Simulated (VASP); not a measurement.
Here is a VASP 6.6.1 calculation.

Contents of INCAR:

```
ALGO = Normal ; EDIFF = 1E-6
EDIFFG = -0.002 ; ENCUT = 600
GGA = PS ; IBRION = 2
ISIF = 3 ; ISMEAR = -1
LASPH = True ; LCHARG = False
LREAL = False ; LWAVE = False
NELM = 60 ; NSW = 100
PREC = Accurate ; PSTRESS = 10.0
SIGMA = 0.1
```

The input KPOINTS:

```
k-points
0
Gamma
  16 16 16
```

File POSCAR:

```
CuPd
1.0
    2.9617297411      0.0000000000      0.0000000000
    0.0000000000      2.9617297411      0.0000000000
    0.0000000000      0.0000000000      2.9617297411
Cu Pd
1 1
Direct
    0.0000000000      0.0000000000      0.0000000000
    0.5000000000      0.5000000000      0.5000000000
```

Potentials or basis: VASP PAW PBE potentials, release 64 (Cu, Pd).

Run with:

```bash
$ cat potpaw_PBE.64/Cu/POTCAR potpaw_PBE.64/Pd/POTCAR > POTCAR
$ mpirun -np 1 vasp_std > vasp.out
```

(1) Estimate the relaxed volume.

(2) Predict the relaxed cell.

(3) Predict the space group after relaxing (to 0.05 Å).

## Answers

(1) 12.94 Å³/atom.

(2) a = 2.958 Å, b = 2.958 Å, c = 2.958 Å, α = 90.00°, β = 90.00°, γ = 90.00°.

(3) Pm-3m (No. 221).

Caveat: the cell is relaxed towards a set pressure, so the enthalpy falls and the energy may rise; the PAW data sets were made with another functional, which shifts forces and pressure a little.
